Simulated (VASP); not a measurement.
Input of a VASP 6.6.1 run:

INCAR

```
ALGO = Normal
EDIFF = 1E-6
ENCUT = 520
GGA = PE
ISIF = 2
ISMEAR = 0
ISPIN = 2
LASPH = True
LCHARG = True
LDAU = True
LDAUJ = 0 0
LDAUL = 2 -1
LDAUPRINT = 1
LDAUTYPE = 2
LDAUU = 4.38 0
LELF = True
LMAXMIX = 4
LORBIT = 11
LREAL = False
LVHAR = True
LWAVE = False
MAGMOM = 2 0
NBANDS = 21
NELM = 150
PREC = Accurate
SIGMA = 0.1
```

Contents of KPOINTS:

```
k-points
0
Gamma
  14 14 14
```

Contents of POSCAR:

```
MoS
1.0
    3.1141191221      0.0000000000      0.0000000000
    0.0000000000      3.1141191221      0.0000000000
    0.0000000000      0.0000000000      3.1141191221
Mo S
1 1
Direct
    0.0000000000      0.0000000000      0.0000000000
    0.5000000000      0.5000000000      0.5000000000
```

Potentials or basis: VASP PAW PBE potentials, release 64 (Mo_sv, S).

Run with:

```sh
$ cat potpaw_PBE.64/Mo_sv/POTCAR potpaw_PBE.64/S/POTCAR > POTCAR
$ mpirun -np 1 vasp_std > vasp.out
```

Problem. Predict the pressure.

Solution. 0.5 GPa.

Problem. Estimate the site moments.

Solution. Mo +1.83; S -0.18 μB.

Problem. What does it give for the net moment?

Solution. 1.85 μB per cell.

Eigenvalues of the final occupation matrices:
```
    site  spin  trace               eigenvalues
site 1 d     1   2.85  0.46 0.46 0.64 0.64 0.64
site 1 d     2   1.06  0.10 0.10 0.10 0.38 0.38
```

The state reached can hang on the start; a lower one may exist.
